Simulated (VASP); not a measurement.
# Os (Pm-3m) in VASP: a series of runs

Os is run at these levels: revPBE; tasks: single point.

Everything below comes from runs of VASP 6.6.1. Logs are shortened: lines on timing, memory, paths and dates and some standing lists are left out, and cuts for length are marked.

### Step 1. The cell of the first run

The structure is cubic, space group Pm-3m (No. 221). The conventional cell has a = 2.531 Å, b = 2.531 Å, c = 2.531 Å, α = 90.00°, β = 90.00°, γ = 90.00°. Os (site symmetry m-3m) has 6 Os at 2.53 Å within 3.3 Å.

### Step 2. Single point, revPBE (volume scaled by 0.96)

File INCAR:

```
ALGO = Normal ; EDIFF = 1E-7
ENCUT = 520 ; GGA = RE
ISIF = 2 ; ISMEAR = -1
LASPH = T ; LCHARG = T
LELF = T ; LREAL = F
LVHAR = T ; LWAVE = F
NBANDS = 10 ; NELM = 80
PREC = Accurate ; SIGMA = 0.1
```

File KPOINTS:

```
k-points
0
Gamma
  14 14 14
```

File POSCAR:

```
Os
1.0
    2.5305365160      0.0000000000      0.0000000000
    0.0000000000      2.5305365160      0.0000000000
    0.0000000000      0.0000000000      2.5305365160
Os
1
Direct
    0.0000000000      0.0000000000      0.0000000000
```

Potentials or basis: VASP PAW PBE potentials, release 64 (Os).

Launch:

```sh
> cat potpaw_PBE.64/Os/POTCAR > POTCAR
> mpirun -np 1 vasp_std > vasp.out
```

OUTCAR:

```text
EDIFF = 1E-7
   ENCUT = 520
   GGA = RE
   ISIF = 2
   ISMEAR = -1
   LASPH = T
   LREAL = F
   NELM = 80
   PREC = Accurate

 ion  position               nearest neighbor table
   1  0.000  0.000  0.000-

  LATTYP: Found a simple cubic cell.
 ALAT       =     2.5305365160

  Lattice vectors:

 A1 = (   2.5305365160,   0.0000000000,   0.0000000000)
 A2 = (   0.0000000000,   2.5305365160,   0.0000000000)
 A3 = (   0.0000000000,   0.0000000000,   2.5305365160)

Analysis of symmetry for initial positions (statically):
=====================================================================
 Subroutine PRICEL returns:
 Original cell was already a primitive cell.

 Routine SETGRP: Setting up the symmetry group for a
 simple cubic supercell.

 Subroutine GETGRP returns: Found 48 space group operations
 (whereof 48 operations were pure point group operations)
 out of a pool of 48 trial point group operations.

The static configuration has the point symmetry O_h .

Analysis of symmetry for dynamics (positions and initial velocities):
=====================================================================
 Subroutine PRICEL returns:
 Original cell was already a primitive cell.

 Routine SETGRP: Setting up the symmetry group for a
 simple cubic supercell.

 Subroutine GETGRP returns: Found 48 space group operations
 (whereof 48 operations were pure point group operations)
 out of a pool of 48 trial point group operations.

The dynamic configuration has the point symmetry O_h .

 Subroutine INISYM returns: Found 48 space group operations
 (whereof 48 operations are pure point group operations),
 and found     1 'primitive' translations

----------------------------------------------------------------------------------------

                                     Primitive cell

  volume of cell :      16.2046

  direct lattice vectors                    reciprocal lattice vectors
     2.530536516  0.000000000  0.000000000     0.395173116  0.000000000  0.000000000
     0.000000000  2.530536516  0.000000000     0.000000000  0.395173116  0.000000000
     0.000000000  0.000000000  2.530536516     0.000000000  0.000000000  0.395173116

  length of vectors
     2.530536516  2.530536516  2.530536516     0.395173116  0.395173116  0.395173116

  position of ions in fractional coordinates (direct lattice)
     0.000000000  0.000000000  0.000000000

  ion indices of the primitive-cell ions
   primitive index   ion index
                 1           1

----------------------------------------------------------------------------------------

 KPOINTS: k-points

Automatic generation of k-mesh.
 Grid dimensions read from file:
 generate k-points for:   14   14   14

 Generating k-lattice:

  Cartesian coordinates                     Fractional coordinates (reciprocal lattice)
     0.028226651  0.000000000  0.000000000     0.071428571  0.000000000  0.000000000
     0.000000000  0.028226651  0.000000000     0.000000000  0.071428571  0.000000000
     0.000000000  0.000000000  0.028226651     0.000000000  0.000000000  0.071428571

  Length of vectors
     0.028226651  0.028226651  0.028226651

  Shift w.r.t. Gamma in fractional coordinates (k-lattice)
     0.000000000  0.000000000  0.000000000

 Subroutine IBZKPT returns following result:
 ===========================================

 Found    120 irreducible k-points:

 Following reciprocal coordinates:
            Coordinates               Weight
  0.000000  0.000000  0.000000      1.000000
  0.071429  0.000000  0.000000      6.000000
  0.142857  0.000000  0.000000      6.000000
  0.214286  0.000000  0.000000      6.000000
  0.285714  0.000000  0.000000      6.000000
  0.357143  0.000000  0.000000      6.000000
[... 16 lines left out ...]
  0.285714  0.214286  0.000000     24.000000
  0.357143  0.214286  0.000000     24.000000
 [... further k-points ...]
   k-points           NKPTS =    120   k-points in BZ     NKDIM =    120   number of bands    NBANDS=     10
   number of dos      NEDOS =    301   number of ions     NIONS =      1
   total plane-waves  NPLWV =   8000
   dimension x,y,z NGX =    20 NGY =   20 NGZ =   20
   dimension x,y,z NGXF=    40 NGYF=   40 NGZF=   40
   ions per type =               1
   NGX,Y,Z   is equivalent  to a cutoff of  13.14, 13.14, 13.14 a.u.
   NGXF,Y,Z  is equivalent  to a cutoff of  26.28, 26.28, 26.28 a.u.
 SYSTEM =  unknown system
   PREC   = accura    normal or accurate (medium, high low for compatibility)
   ISTART =      0    job   : 0-new  1-cont  2-samecut
   ICHARG =      2    charge: 1-file 2-atom 10-const
   ISPIN  =      1    spin polarized calculation?
   LNONCOLLINEAR =      F non collinear calculations
   LSORBIT =      F    spin-orbit coupling
   LASPH  =      T    aspherical Exc in radial PAW
   ENCUT  =  520.0 eV  38.22 Ry    6.18 a.u.   4.71  4.71  4.71*2*pi/ulx,y,z
   NELM   =     80;   NELMIN=  2; NELMDL= -5     # of ELM steps
   EDIFF  = 0.1E-06   stopping-criterion for ELM
   LREAL  =      F    real-space projection
   EDIFFG = 0.1E-05   stopping-criterion for IOM
   NSW    =      0    number of steps for IOM
   IBRION =     -1    ionic relax: 0-MD 1-quasi-New 2-CG
   NFREE  =      0    steps in history (QN), initial steepest desc. (CG)
   ISIF   =      2    stress and relaxation
   ISYM   =      2    0-nonsym 1-usesym 2-fastsym
   POTIM  = 0.5000    time-step for ionic-motion
   TEBEG  =    0.0;   TEEND  =   0.0 temperature during run
   PSTRESS=    0.0 pullay stress
   NELECT =       8.0000    total number of electrons
   NUPDOWN=      -1.0000    fix difference up-down
   EMIN   =  10.00;   EMAX   =-10.00  energy-range for DOS
   EFERMI =   0.00;   METHOD = LEGACY
   ISMEAR =    -1;   SIGMA  =   0.10  broadening in eV -4-tet -1-fermi 0-gaus
   EFERMI_NEDOS =   21; number of points for ismear=-14 and -15
   IALGO  =     38    algorithm
   IMIX   =      4    mixing-type and parameters
     AMIX     =   0.40;   BMIX     =  1.00
     AMIX_MAG =   1.60;   BMIX_MAG =  1.00
  volume/ion in A,a.u.               =      16.20       109.35
  Fermi-wavevector in a.u.,A,eV,Ry     =   1.293875  2.445069 22.777673  1.674112
  Thomas-Fermi vector in A             =   2.425493
   LORBIT       =      0    0 simple, 1 ext, 2 COOP (PROOUT), +10 PAW based schemes
   GGA     = RE    functional components
   LHFCALC =     F    Hartree Fock is set to
   AEXX    =    0.0000 exact exchange contribution
   IVDW    =     0    specifies the selected vdW correction
   LEPSILON=     F    determine dielectric tensor
   LRPA    =     F    only Hartree local field effects (RPA)
 non-spin polarized calculation
  energy-cutoff  :      520.00
  volume of cell :       16.20
 maximum number of plane-waves:       461
 NGX is ok and might be reduce to    20
   NGX =  9   NGY =  9   NGZ =  9

 number of electron       7.9999998 magnetization

 Free energy of the ion-electron system (eV)
  ---------------------------------------------------
  ext. energy  EPLUGINS =         0.00000000
  ---------------------------------------------------
  free energy    TOTEN  =        -9.22891124 eV

  energy without entropy =       -9.17714041  energy(sigma->0) =       -9.20302582

 E-fermi :   7.6408     XC(G=0): -13.0152

 val. band max:        7.6254432925   @ k =   0.5000   0.5000   0.2857
 cond. band min:       7.6537217275   @ k =   0.2857   0.0714   0.0714
 fundamental gap:      0.0282784350
 Fermi energy:         7.6408133837

 k-point     1 :       0.0000    0.0000    0.0000
  band No.  band energies     occupation
      1      -2.0436      2.00000
      2       1.4668      2.00000
      3       1.4668      2.00000
      4      10.0243      0.00000
      5      10.0243      0.00000
      6      10.0243      0.00000
      7      23.3627      0.00000
      8      23.3627      0.00000
      9      23.3627      0.00000
     10      29.5678      0.00000

 k-point     2 :       0.0714    0.0000    0.0000
  band No.  band energies     occupation
      1      -1.8730      2.00000
      2       1.5062      2.00000
      3       1.6449      2.00000
      4       9.7978      0.00000
      5       9.7978      0.00000
      6      10.0412      0.00000
      7      22.3510      0.00000
      8      23.7076      0.00000
      9      23.7076      0.00000
     10      30.2751      0.00000

 k-point     3 :       0.1429    0.0000    0.0000
  band No.  band energies     occupation
      1      -1.4065      2.00000
      2       1.6186      2.00000
      3       2.1855      2.00000
      4       9.2122      0.00000
      5       9.2122      0.00000
      6      10.0887      0.00000
      7      20.3894      0.00000
      8      24.6349      0.00000
      9      24.6349      0.00000
     10      29.1756      0.00000

 k-point     4 :       0.2143    0.0000    0.0000
  band No.  band energies     occupation
      1      -0.7588      2.00000
      2       1.7862      2.00000
      3       3.0786      2.00000
      4       8.4642      0.00053
      5       8.4642      0.00053
      6      10.1580      0.00000
      7      18.4153      0.00000
      8      25.9129      0.00000
      9      25.9129      0.00000
     10      27.2212      0.00000

 k-point     5 :       0.2857    0.0000    0.0000
  band No.  band energies     occupation
      1      -0.0581      2.00000
      2       1.9798      2.00000
      3       4.2202      2.00000
      4       7.7325      0.57130
      5       7.7325      0.57130
      6      10.2359      0.00000
      7      16.7683      0.00000
      8      25.5907      0.00000
      9      27.3166      0.00000
     10      27.3166      0.00000

 k-point     6 :       0.3571    0.0000    0.0000
  band No.  band energies     occupation
      1       0.5863      2.00000
      2       2.1619      2.00000
      3       5.3524      2.00000
      4       7.1390      1.98686
      5       7.1390      1.98686
      6      10.3071      0.00000
      7      15.6517      0.00000
      8      24.3648      0.00000
      9      28.6578      0.00000
     10      28.6578      0.00000

 k-point     7 :       0.4286    0.0000    0.0000
  band No.  band energies     occupation
      1       1.0603      2.00000
      2       2.2925      2.00000
      3       6.1407      2.00000
      4       6.7572      1.99971
      5       6.7572      1.99971
      6      10.3569      0.00000
      7      15.1492      0.00000
      8      23.6022      0.00000
      9      28.5191      0.00000
     10      29.7155      0.00000

 k-point     8 :       0.5000    0.0000    0.0000
  band No.  band energies     occupation
      1       1.2391      2.00000
      2       2.3402      2.00000
      3       6.4058      1.99999
      4       6.6261      1.99992
      5       6.6261      1.99992
      6      10.3749      0.00000
      7      15.0543      0.00000
      8      23.3431      0.00000
      9      27.8971      0.00000
     10      30.1462      0.00000

 k-point     9 :       0.0714    0.0714    0.0000
  band No.  band energies     occupation
      1      -1.7010      2.00000
      2       1.6158      2.00000
      3       1.7512      2.00000
      4       9.5623      0.00000
      5       9.7703      0.00000
      6       9.8628      0.00000
      7      22.4515      0.00000
      8      22.9231      0.00000
      9      24.0543      0.00000
     10      30.6588      0.00000
[... 118 lines left out ...]
 k-point    19 :       0.3571    0.1429    0.0000
  band No.  band energies     occupation
      1       1.1693      2.00000
      2       2.7962      2.00000
      3       4.5510      2.00000
      4       7.2483      1.96127
      5       7.5123      1.56671
      6       9.5867      0.00000
      7      16.2788      0.00000
      8      24.3150      0.00000
      9      25.8132      0.00000
     10      30.1691      0.00000

 k-point    20 :       0.4286    0.1429    0.0000
  band No.  band energies     occupation
      1       1.6403      2.00000
      2       3.0225      2.00000
      3       4.2554      2.00000
      4       6.8728      1.99908
      5       8.4213      0.00082
      6       9.6472      0.00000
      7      15.3658      0.00000
      8      24.3327      0.00000
      9      26.1387      0.00000
     10      29.0037      0.00000

 k-point    21 :       0.5000    0.1429    0.0000
  band No.  band energies     occupation
      1       1.8235      2.00000
      2       3.1559      2.00000
      3       4.0407      2.00000
      4       6.7435      1.99975
      5       8.8508      0.00001
      6       9.6691      0.00000
      7      15.0465      0.00000
      8      24.1876      0.00000
      9      27.1750      0.00000
     10      27.3332      0.00000

 k-point    22 :       0.2143    0.2143    0.0000
  band No.  band energies     occupation
      1       0.4619      2.00000
      2       2.7740      2.00000
      3       3.9256      2.00000
      4       6.8978      1.99881
      5       8.4960      0.00039
      6       8.8424      0.00001
      7      20.1920      0.00000
      8      20.6758      0.00000
      9      27.6428      0.00000
     10      28.6279      0.00000

 k-point    23 :       0.2857    0.2143    0.0000
  band No.  band energies     occupation
      1       1.0450      2.00000
      2       3.0138      2.00000
      3       4.6496      2.00000
      4       6.7418      1.99975
      5       7.9275      0.10765
      6       8.8177      0.00002
      7      18.4397      0.00000
      8      21.5815      0.00000
      9      26.9346      0.00000
     10      30.1030      0.00000

 k-point    24 :       0.3571    0.2143    0.0000
  band No.  band energies     occupation
      1       1.5674      2.00000
      2       3.0821      2.00000
      3       4.6874      2.00000
      4       7.3668      1.87871
      5       7.7952      0.35202
      6       8.9049      0.00001
      7      16.8062      0.00000
      8      22.6858      0.00000
      9      26.1038      0.00000
     10      30.8720      0.00000

 [... further k-points ...]
[... 5 lines left out ...]
  --------------------------------------------------------------------------------------
  -------------------------------------------------------------------------------------
  Total        1.2061814      1.2061814      1.2061814      0.0000000      0.0000000      0.0000000
  in kB      119.2574099    119.2574099    119.2574099      0.0000000      0.0000000      0.0000000
  external PRESSURE =     119.2574099 kB  Pullay stress =       0.0000000 kB

 VOLUME and BASIS-vectors are now :
 -----------------------------------------------------------------------------
  energy-cutoff  :      520.00
  volume of cell :       16.20
      direct lattice vectors                 reciprocal lattice vectors
     2.530536516  0.000000000  0.000000000     0.395173116  0.000000000  0.000000000
     0.000000000  2.530536516  0.000000000     0.000000000  0.395173116  0.000000000
     0.000000000  0.000000000  2.530536516     0.000000000  0.000000000  0.395173116

 POSITION                                       TOTAL-FORCE (eV/Angst)
 -----------------------------------------------------------------------------------
      0.00000      0.00000      0.00000         0.000000      0.000000      0.000000
 -----------------------------------------------------------------------------------
    total drift:                                0.000000     -0.000000     -0.000000

  FREE ENERGIE OF THE ION-ELECTRON SYSTEM (eV)
  ---------------------------------------------------
  free  energy   TOTEN  =        -9.2289112396 eV

  energy  without entropy=       -9.1771404085  energy(sigma->0) =       -9.20302582
```

Run time: 34 s. Hardware: 1 thread of AMD EPYC 7R13, shared host; peak memory 0.11 GiB.

Results:

| Quantity | Value |
| --- | --- |
| Free energy | -9.2289 eV |
| Pressure | 11.9 GPa |
| Band gap on the k mesh | zero (band 4 reaches 12.77 eV, above the bottom of band 5 at 6.63 eV) |

Caveat: the cell differs from its parent crystal (volume scaled by 0.96); the PAW data sets were made with another functional, which shifts forces and pressure a little; spin-orbit coupling is left out, which moves the levels of the heavy elements.

### Step 3. Single point, revPBE

This run uses another cell than the first one, of 16.88 Å³/atom, 1.042 times its volume.

File INCAR:

```
ALGO = Normal
EDIFF = 1E-6
ENCUT = 520
GGA = RE
ISIF = 2
ISMEAR = -1
LASPH = True
LCHARG = False
LREAL = False
LWAVE = False
NBANDS = 10
NELM = 80
PREC = Accurate
SIGMA = 0.1
```

KPOINTS is that of step 2.

File POSCAR:

```
Os
1.0
    2.5652057079      0.0000000000      0.0000000000
    0.0000000000      2.5652057079      0.0000000000
    0.0000000000      0.0000000000      2.5652057079
Os
1
Direct
    0.0000000000      0.0000000000      0.0000000000
```

Potentials or basis: VASP PAW PBE potentials, release 64 (Os).

Launch:

```sh
> cat potpaw_PBE.64/Os/POTCAR > POTCAR
> mpirun -np 1 vasp_std > vasp.out
```

Run time: 31 s. Hardware: 1 thread of AMD EPYC 7R13, shared host; peak memory 0.11 GiB.

Results (log left out):

```yaml
Free_energy: -9.2535 eV
Pressure: 0.0 GPa
Band_gap_on_the_k_mesh: zero (band 4 reaches 11.90 eV, above the bottom of band 5 at 6.15 eV)
```

Levels at points of the mesh, in eV from the Fermi level:
| k point | band 2 | band 3 | band 4 | band 5 | band 6 | band 7 |
| --- | --- | --- | --- | --- | --- | --- |
| (0.00, 0.00, 0.00) | -5.84 | -5.84 | 2.23 | 2.23 | 2.23 | 15.43 |
| (0.50, 0.00, 0.00) | -5.01 | -1.11 | -0.94 | -0.94 | 2.55 | 6.99 |
| (0.50, 0.50, 0.00) | -4.45 | -0.33 | -0.33 | 4.47 | 4.47 | 4.58 |
| (0.50, 0.50, 0.50) | -5.12 | -5.12 | 4.80 | 4.80 | 8.52 | 11.07 |

Caveat: the PAW data sets were made with another functional, which shifts forces and pressure a little; spin-orbit coupling is left out, which moves the levels of the heavy elements.

### Step 4. Single point, revPBE (volume scaled by 1.04)

File INCAR:

```
SYSTEM = Os
  PREC = Accurate
  ENCUT = 520
  EDIFF = 1E-7
  ISMEAR = -1
  SIGMA = 0.1
  LREAL = .False.
  LASPH = .True.
  NELM = 60
  ALGO = Normal
  ISIF = 2
  LWAVE = .False.
  LCHARG = .True.
  GGA = RE
  LELF = .True.
  LVHAR = .True.
  NBANDS = 10
```

File KPOINTS:

```
regular mesh
0
Gamma
  14 14 14
  0 0 0
```

File POSCAR:

```
Os
1.0
    2.5989622857      0.0000000000      0.0000000000
    0.0000000000      2.5989622857      0.0000000000
    0.0000000000      0.0000000000      2.5989622857
Os
1
Direct
    0.0000000000      0.0000000000      0.0000000000
```

Launch:

```sh
> cat potpaw_PBE.64/Os/POTCAR > POTCAR
> mpirun -np 1 vasp_std > vasp.out
```

Wall time 32 s (1 thread of AMD EPYC 7R13, shared host); peak memory 0.11 GiB.

It converged, with:

- Free energy: -9.2333 eV
- Pressure: -9.5 GPa
- Band gap on the k mesh: zero (band 4 reaches 11.09 eV, above the bottom of band 5 at 5.71 eV)

Levels at points of the mesh, in eV from the Fermi level:
```tsv
k point	band 1	band 2	band 3	band 4	band 5	band 6	band 7	band 8
(0.00, 0.00, 0.00)	-9.02	-5.53	-5.53	2.09	2.09	2.09	15.15	15.15
(0.50, 0.00, 0.00)	-5.91	-4.75	-1.00	-0.88	-0.88	2.39	6.61	15.62
(0.50, 0.50, 0.00)	-6.15	-4.25	-0.31	-0.31	4.30	4.38	4.38	11.84
(0.50, 0.50, 0.50)	-4.82	-4.82	-4.82	4.51	4.51	8.66	10.67	10.67
```

Caveat: the cell differs from its parent crystal (volume scaled by 1.04); the PAW data sets were made with another functional, which shifts forces and pressure a little; spin-orbit coupling is left out, which moves the levels of the heavy elements.

(Continued in part 2 of 2.)
